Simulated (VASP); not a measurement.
The system is Si4C.

```xyz
5
Lattice="4.0798 0.0000 0.0000 0.0000 4.0798 0.0000 0.0000 0.0000 4.0798" Properties=species:S:1:pos:R:3 pbc="T T T"
Si    0.0000    2.0399    2.0399
Si    2.0399    2.0399    0.0000
Si    2.0399    0.0000    2.0399
Si    0.0000    0.0000    0.0000
C     2.0399    2.0399    2.0399
```

The cell was built from a structure type or drawn by symmetry, and may not be a known phase.

```yaml
Program: VASP 6.6.1
Task: relaxation of cell and atoms
Functional: PBE
Potentials_or_basis: VASP PAW PBE potentials, release 64 (Si, C)
Cutoff: 600 eV
k_mesh: 10 × 10 × 10
Occupations: gaussian, width 0.1 eV
Spin: no spin polarisation
```

At the start: pressure -2.6 GPa; volume 13.58 Å³/atom.

Where does the relaxation end?

Over 3 steps the energy falls by 2.8 meV/atom and the volume is 13.24 Å³/atom (-2.5 %); space group Pm-3m (No. 221, to 0.1 Å) before and after.

Step by step:
| step | energy change (eV) | largest force (eV/Å) | pressure (GPa) | volume (Å³) |
| --- | --- | --- | --- | --- |
| 1 | 0.0000 | 0.0000 | -2.60 | 67.91 |
| 2 | -0.0132 | 0.0000 | 0.73 | 65.76 |
| 3 | -0.0142 | 0.0000 | 0.01 | 66.20 |

Final structure:
```
Si C
1.0
     4.04529    0.00000    0.00000
     0.00000    4.04529    0.00000
     0.00000    0.00000    4.04529
Si C
4 1
Direct
  0.00000 0.50000 0.50000
  0.50000 0.50000 0.00000
  0.50000 0.00000 0.50000
  0.00000 0.00000 0.00000
  0.50000 0.50000 0.50000
```
